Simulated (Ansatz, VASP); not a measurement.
# CuP in VASP and in Ansatz

```xyz
2
Lattice="0.0000 2.4234 2.4234 2.4234 0.0000 2.4234 2.4234 2.4234 0.0000" Properties=species:S:1:pos:R:3 pbc="T T T"
Cu    2.4234    2.4234    2.4234
P     0.0000    0.0000    0.0000
```

Alike in both runs: task single point; functional PBE; k mesh 8 × 8 × 8; occupations gaussian, width 0.05 eV; no spin polarisation.

```csv
,VASP,Ansatz
version,VASP 6.6.1,Ansatz 0.2.0
potentials or method,"VASP PAW PBE potentials, release 64 (Cu, P), cutoff 520 eV","scalar-relativistic, plane waves, PAW"
valence electrons in the cell,16,24
```

|  | VASP | Ansatz | Ansatz less VASP |
| --- | --- | --- | --- |
| gap on the k mesh at the Fermi level (eV) | none | none | - |
| pressure (GPa) | 0.1 | 0.0 | -0.12 |

A gap of «none» marks a metal or a gap that the smearing closes. The functional is the same, so the differences come from potentials, cutoffs and numerics. VASP's potentials hold 16 valence electrons a cell and Ansatz's 24, so a difference there can come from the potentials and not from the codes.
